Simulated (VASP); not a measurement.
# Y (Pm-3m) in VASP: notebook, part 2 of 2

VASP 6.6.1. The steps go on from the part before.

### Step 3. Single point, r2SCAN+D3(BJ)

This run uses another cell than the first one, of 33.30 Å³/atom.

POSCAR

```
Y
1.0
    3.2170839073      0.0000000000      0.0000000000
    0.0000000000      3.2170839073      0.0000000000
    0.0000000000      0.0000000000      3.2170839073
Y
1
Direct
    0.0000000000      0.0000000000      0.0000000000
```

INCAR.step1

```
SYSTEM = Y
PREC = Accurate
ENCUT = 520
ISMEAR = -1
SIGMA = 0.05
LREAL = .FALSE.
LASPH = .TRUE.
NELM = 80
NBANDS = 12
GGA = PE
ALGO = Normal
EDIFF = 1E-4
LWAVE = .TRUE.
LCHARG = .FALSE.
```

INCAR.step2

```
SYSTEM = Y
PREC = Accurate
ENCUT = 520
EDIFF = 1E-6
ISMEAR = -1
SIGMA = 0.05
LREAL = .FALSE.
LASPH = .TRUE.
NELM = 80
ALGO = Normal
ISIF = 2
LWAVE = .FALSE.
LCHARG = .FALSE.
METAGGA = R2SCAN
LMIXTAU = .TRUE.
IVDW = 12
VDW_S6 = 1.0
VDW_S8 = 0.78981345
VDW_A1 = 0.49484001
VDW_A2 = 5.73083694
NBANDS = 12
ISTART = 1
```

KPOINTS

```
regular mesh
0
G
  8 8 8
  0 0 0
```

Potentials or basis: VASP PAW PBE potentials, release 64 (Y_sv).

The run is started by

```console
$ cat potpaw_PBE.64/Y_sv/POTCAR > POTCAR
$ cp INCAR.step1 INCAR
$ mpirun -np 1 vasp_std > vasp.out
$ cp INCAR.step2 INCAR
$ mpirun -np 1 vasp_std > vasp.out
```

OUTCAR:

```text
SYSTEM = Y
   PREC = Accurate
   ENCUT = 520
   EDIFF = 1E-6
   ISMEAR = -1
   LREAL = .FALSE.
   LASPH = .TRUE.
   NELM = 80
   ISIF = 2
   METAGGA = R2SCAN
   IVDW = 12
   ISTART = 1
 IVDW          = 12

 ion  position               nearest neighbor table
   1  0.000  0.000  0.000-

  LATTYP: Found a simple cubic cell.
 ALAT       =     3.2170839073

  Lattice vectors:

 A1 = (   3.2170839073,   0.0000000000,   0.0000000000)
 A2 = (   0.0000000000,   3.2170839073,   0.0000000000)
 A3 = (   0.0000000000,   0.0000000000,   3.2170839073)

Analysis of symmetry for initial positions (statically):
=====================================================================
 Subroutine PRICEL returns:
 Original cell was already a primitive cell.

 Routine SETGRP: Setting up the symmetry group for a
 simple cubic supercell.

 Subroutine GETGRP returns: Found 48 space group operations
 (whereof 48 operations were pure point group operations)
 out of a pool of 48 trial point group operations.

The static configuration has the point symmetry O_h .

Analysis of symmetry for dynamics (positions and initial velocities):
=====================================================================
 Subroutine PRICEL returns:
 Original cell was already a primitive cell.

 Routine SETGRP: Setting up the symmetry group for a
 simple cubic supercell.

 Subroutine GETGRP returns: Found 48 space group operations
 (whereof 48 operations were pure point group operations)
 out of a pool of 48 trial point group operations.

The dynamic configuration has the point symmetry O_h .

 Subroutine INISYM returns: Found 48 space group operations
 (whereof 48 operations are pure point group operations),
 and found     1 'primitive' translations

----------------------------------------------------------------------------------------

                                     Primitive cell

  volume of cell :      33.2956

[... 111 lines left out ...]
   METAGGA = R2SCAN    functional components
   LHFCALC =     F    Hartree Fock is set to
   AEXX    =    0.0000 exact exchange contribution
   IVDW    =    12    specifies the selected vdW correction
   LEPSILON=     F    determine dielectric tensor
   LRPA    =     F    only Hartree local field effects (RPA)
 non-spin polarized calculation
  energy-cutoff  :      520.00
  volume of cell :       33.30
 maximum number of plane-waves:       912
 NGX is ok and might be reduce to    24
   NGX = 11   NGY = 11   NGZ = 11

 number of electron      11.0000001 magnetization

 Free energy of the ion-electron system (eV)
  ---------------------------------------------------
  ext. energy  EPLUGINS =         0.00000000
  ---------------------------------------------------
  free energy    TOTEN  =       -19.41916004 eV

  energy without entropy =      -19.40142264  energy(sigma->0) =      -19.41029134

 E-fermi :   3.1172     XC(G=0):  -9.9609

 val. band max:        3.0352309985   @ k =   0.1250   0.1250   0.1250
 cond. band min:       3.1181959969   @ k =   0.3750   0.1250   0.0000
 fundamental gap:      0.0829649985
 Fermi energy:         3.1172023250

 k-point     1 :       0.0000    0.0000    0.0000
  band No.  band energies     occupation
      1     -41.4980      2.00000
      2     -20.4504      2.00000
      3     -20.4504      2.00000
      4     -20.4504      2.00000
      5      -1.7516      2.00000
      6       2.4603      2.00000
      7       2.4603      2.00000
      8       8.7642      0.00000
      9       8.7642      0.00000
     10       8.7642      0.00000
     11      13.9912      0.00000
     12      13.9912      0.00000
[... 331 lines left out ...]
 k-point    24 :       0.5000    0.3750    0.1250
  band No.  band energies     occupation
      1     -41.3340      2.00000
      2     -21.1468      2.00000
      3     -21.0226      2.00000
      4     -20.4286      2.00000
      5       1.2849      2.00000
      6       3.6532      0.00004
      7       4.9246      0.00000
      8       5.2639      0.00000
      9       7.4648      0.00000
     10       8.3872      0.00000
     11      10.9072      0.00000
     12      13.7268      0.00000

 [... further k-points ...]

------------------------ aborting loop because EDIFF is reached ----------------------------------------

 Edisp (eV)   -0.15708

 E8    (eV) :    -0.0683

  FORCE on cell =-STRESS in cart. coord.  units (eV):
  Direction    XX          YY          ZZ          XY          YZ          ZX
  --------------------------------------------------------------------------------------
  -------------------------------------------------------------------------------------
  Total       0.00110     0.00110     0.00110    -0.00000     0.00000     0.00000
  in kB       0.05297     0.05297     0.05297    -0.00000     0.00000     0.00000
  external pressure =        0.05 kB  Pullay stress =        0.00 kB

 VOLUME and BASIS-vectors are now :
 -----------------------------------------------------------------------------
  energy-cutoff  :      520.00
  volume of cell :       33.30
      direct lattice vectors                 reciprocal lattice vectors
     3.217083907  0.000000000  0.000000000     0.310840509  0.000000000  0.000000000
     0.000000000  3.217083907  0.000000000     0.000000000  0.310840509  0.000000000
     0.000000000  0.000000000  3.217083907     0.000000000  0.000000000  0.310840509

 POSITION                                       TOTAL-FORCE (eV/Angst)
 -----------------------------------------------------------------------------------
      0.00000      0.00000      0.00000         0.000000      0.000000      0.000000
 -----------------------------------------------------------------------------------
    total drift:                                0.000000      0.000000      0.000000

  FREE ENERGIE OF THE ION-ELECTRON SYSTEM (eV)
  ---------------------------------------------------
  free  energy   TOTEN  =       -19.5762401748 eV

  energy  without entropy=      -19.5585027734  energy(sigma->0) =      -19.56737147
```

Run time: 33 s. Hardware: 1 thread of Intel Xeon 6975P-C (Granite Rapids), shared host; peak memory 0.16 GiB.

Results:

| Quantity | Value |
| --- | --- |
| Free energy | -19.5762 eV |
| Pressure | 0.0 GPa |
| Band gap on the k mesh | zero (an odd number of electrons rules out a gap without spin polarisation) |
| Dispersion energy per atom | -0.157 eV |

Levels at points of the mesh, in eV from the Fermi level:
| k point | band 3 | band 4 | band 5 | band 6 | band 7 | band 8 |
| --- | --- | --- | --- | --- | --- | --- |
| (0.00, 0.00, 0.00) | -23.57 | -23.57 | -4.87 | -0.66 | -0.66 | 5.65 |
| (0.50, 0.00, 0.00) | -23.49 | -23.49 | -1.78 | -0.29 | 0.15 | 2.96 |
| (0.50, 0.50, 0.00) | -24.26 | -23.42 | -2.22 | 0.31 | 3.57 | 3.57 |
| (0.50, 0.50, 0.50) | -24.15 | -24.15 | -0.76 | -0.76 | -0.76 | 5.63 |

Caveat: the PAW data sets were made with another functional, which shifts forces and pressure a little.

### Step 4. Relaxation of cell and atoms, r2SCAN+D3(BJ)

This run uses another cell than the first one, of 36.26 Å³/atom.

POSCAR

```
Y
1.0
    3.3100000000      0.0000000000      0.0000000000
    0.0000000000      3.3100000000      0.0000000000
    0.0000000000      0.0000000000      3.3100000000
Y
1
Direct
    0.0000000000      0.0000000000      0.0000000000
```

INCAR.step1

```
  PREC = Accurate
  ENCUT = 600
  ISMEAR = -1
  SIGMA = 0.05
  LREAL = F
  LASPH = T
  NELM = 60
  GGA = PE
  ALGO = Normal
  EDIFF = 1E-4
  LWAVE = T
  LCHARG = F
```

INCAR.step2

```
  PREC = Accurate
  ENCUT = 600
  EDIFF = 1E-6
  ISMEAR = -1
  SIGMA = 0.05
  LREAL = F
  LASPH = T
  NELM = 60
  ALGO = Normal
  ISIF = 3
  LWAVE = F
  LCHARG = F
  METAGGA = R2SCAN
  LMIXTAU = T
  IVDW = 12
  VDW_S6 = 1.0
  VDW_S8 = 0.78981345
  VDW_A1 = 0.49484001
  VDW_A2 = 5.73083694
  IBRION = 2
  NSW = 60
  EDIFFG = -0.03
  ISTART = 1
```

KPOINTS

```
regular mesh
0
Gamma
  8 8 8
```

The run is started by

```console
$ cat potpaw_PBE.64/Y_sv/POTCAR > POTCAR
$ cp INCAR.step1 INCAR
$ mpirun -np 1 vasp_std > vasp.out
$ cp INCAR.step2 INCAR
$ mpirun -np 1 vasp_std > vasp.out
```

It took 2.6 min on 1 thread of Intel Xeon 6975P-C (Granite Rapids), shared host; peak memory 0.19 GiB.

The run converged. Its results:

* Free energy: -19.5769 eV
* Relaxed volume: 33.39 Å³/atom
* Relaxed cell: a = 3.220 Å, b = 3.220 Å, c = 3.220 Å, α = 90.00°, β = 90.00°, γ = 90.00°
* Space group after relaxing (to 0.1 Å): Pm-3m (No. 221)
* Energy gained by relaxing: 19.8 meV/atom
* Ionic steps: 3
* Pressure after relaxing: 0.0 GPa
* Band gap on the k mesh: zero (an odd number of electrons rules out a gap without spin polarisation)
* Dispersion energy per atom: -0.157 eV

Step by step:
```csv
step,energy change (eV),largest force (eV/Å),pressure (GPa),volume (Å³)
1,0.0000,0.0000,-1.96,36.26
2,-0.0187,0.0000,-0.54,33.99
3,-0.0198,0.0000,-0.05,33.39
```

Final structure:
```
Y
1.0
     3.22003    0.00000    0.00000
     0.00000    3.22003    0.00000
     0.00000    0.00000    3.22003
Y
1
Cartesian
  0.0000 0.0000 0.0000
```

Levels at points of the mesh, in eV from the Fermi level:
```tsv
k point	band 2	band 3	band 4	band 5	band 6	band 7	band 8	band 9
(0.00, 0.00, 0.00)	-23.58	-23.58	-23.58	-4.86	-0.65	-0.65	5.63	5.63
(0.50, 0.00, 0.00)	-24.39	-23.50	-23.50	-1.78	-0.29	0.15	2.96	2.96
(0.50, 0.50, 0.00)	-24.26	-24.26	-23.43	-2.21	0.31	3.56	3.56	3.71
(0.50, 0.50, 0.50)	-24.15	-24.15	-24.15	-0.76	-0.76	-0.76	5.63	7.33
```

Caveat: the PAW data sets were made with another functional, which shifts forces and pressure a little.

### Step 5. Relaxation of cell and atoms, r2SCAN+D3(BJ), target pressure 5 GPa, at which the enthalpy is minimised

This run uses another cell than the first one, of 36.26 Å³/atom.

POSCAR is that of step 4.

INCAR.step1

```
SYSTEM = Y
PREC = Accurate ; ENCUT = 600
ISMEAR = -1 ; SIGMA = 0.05
LREAL = .False. ; LASPH = .True.
NELM = 80 ; GGA = PE
ALGO = Normal ; EDIFF = 1E-4
LWAVE = .True. ; LCHARG = .False.
```

INCAR.step2

```
SYSTEM = Y
PREC = Accurate ; ENCUT = 600
EDIFF = 1E-7 ; ISMEAR = -1
SIGMA = 0.05 ; LREAL = .False.
LASPH = .True. ; NELM = 80
ALGO = Normal ; ISIF = 3
LWAVE = .False. ; LCHARG = .False.
METAGGA = R2SCAN ; LMIXTAU = .True.
IVDW = 12 ; VDW_S6 = 1.0
VDW_S8 = 0.78981345 ; VDW_A1 = 0.49484001
VDW_A2 = 5.73083694 ; IBRION = 2
NSW = 60 ; EDIFFG = -0.03
PSTRESS = 50.0 ; ISTART = 1
```

KPOINTS

```
regular mesh
0
Gamma
  8 8 8
  0 0 0
```

The run is started by

```console
$ cat potpaw_PBE.64/Y_sv/POTCAR > POTCAR
$ cp INCAR.step1 INCAR
$ mpirun -np 1 vasp_std > vasp.out
$ cp INCAR.step2 INCAR
$ mpirun -np 1 vasp_std > vasp.out
```

Wall time 2.8 min (1 thread of Intel Xeon 6975P-C (Granite Rapids), shared host); peak memory 0.2 GiB.

Results (log left out):

```yaml
Free_energy: -19.5112 eV
Relaxed_volume: 28.78 Å³/atom
Relaxed_cell: a = 3.065 Å, b = 3.065 Å, c = 3.065 Å, α = 90.00°, β = 90.00°, γ = 90.00°
Space_group_after_relaxing_to_0.1_Å: Pm-3m (No. 221)
Energy_change_on_relaxing_the_run_minimises_the_enthalpy: +45.9 meV/atom
Ionic_steps: 3
Pressure_after_relaxing: 5.0 GPa
Band_gap_on_the_k_mesh: zero (an odd number of electrons rules out a gap without spin polarisation)
Dispersion_energy_per_atom: -0.182 eV
```

The path:
| step | energy change (eV) | largest force (eV/Å) | pressure (GPa) | volume (Å³) |
| --- | --- | --- | --- | --- |
| 1 | 0.0000 | 0.0000 | -1.97 | 36.26 |
| 2 | 0.0518 | 0.0000 | 5.29 | 28.60 |
| 3 | 0.0459 | 0.0000 | 5.03 | 28.78 |

Final structure:
```yaml
crystal:
  lattice:
    - [3.06466, 0.00000, 0.00000]
    - [0.00000, 3.06466, 0.00000]
    - [0.00000, 0.00000, 3.06466]
  atoms:
    - { symbol: Y, position: [0.00000, 0.00000, 0.00000] }
```

Levels at points of the mesh, in eV from the Fermi level:
| k point | band 4 | band 5 | band 6 | band 7 | band 8 | band 9 |
| --- | --- | --- | --- | --- | --- | --- |
| (0.00, 0.00, 0.00) | -23.22 | -5.07 | -0.95 | -0.95 | 6.44 | 6.44 |
| (0.50, 0.00, 0.00) | -23.10 | -1.72 | -0.04 | -0.01 | 3.21 | 3.21 |
| (0.50, 0.50, 0.00) | -22.99 | -2.81 | 0.41 | 3.95 | 3.95 | 4.52 |
| (0.50, 0.50, 0.50) | -24.08 | -1.13 | -1.13 | -1.13 | 5.60 | 8.54 |

Caveat: the cell is relaxed towards a set pressure, so the run minimises the enthalpy, not the energy; the volume moved by over 15 % at a fixed basis, so the end points are rough; the PAW data sets were made with another functional, which shifts forces and pressure a little.

### Step 6. Summary

```csv
task,cell,cutoff (eV),gap on the mesh (eV),pressure (GPa)
single point,"a = 3.062 Å, 1 atom",520,none,5.1
single point,"a = 3.217 Å, 1 atom",520,none,0.0
relaxation of cell and atoms,"relaxed from a = 3.310 Å, 1 atom",600,none,0.0
relaxation of cell and atoms,"relaxed to 5 GPa from a = 3.310 Å, 1 atom",600,none,5.0
```

Alike in all rows: level r2SCAN+D3(BJ); potentials or basis VASP PAW PBE potentials, release 64 (Y_sv); no spin polarisation; k mesh 8 × 8 × 8; smearing fermi-dirac 0.05 eV.

Caveats: the PAW data sets were made with another functional, which shifts forces and pressure a little; the cell stands under pressure (at least some runs); the cell is relaxed towards a set pressure, so the run minimises the enthalpy, not the energy (at least some runs); the volume moved by over 15 % at a fixed basis, so the end points are rough (at least some runs).

Absolute energies hang on the potentials; compare differences alone.

The gap in the log of VASP goes by the Fermi energy; the results here count the filled bands.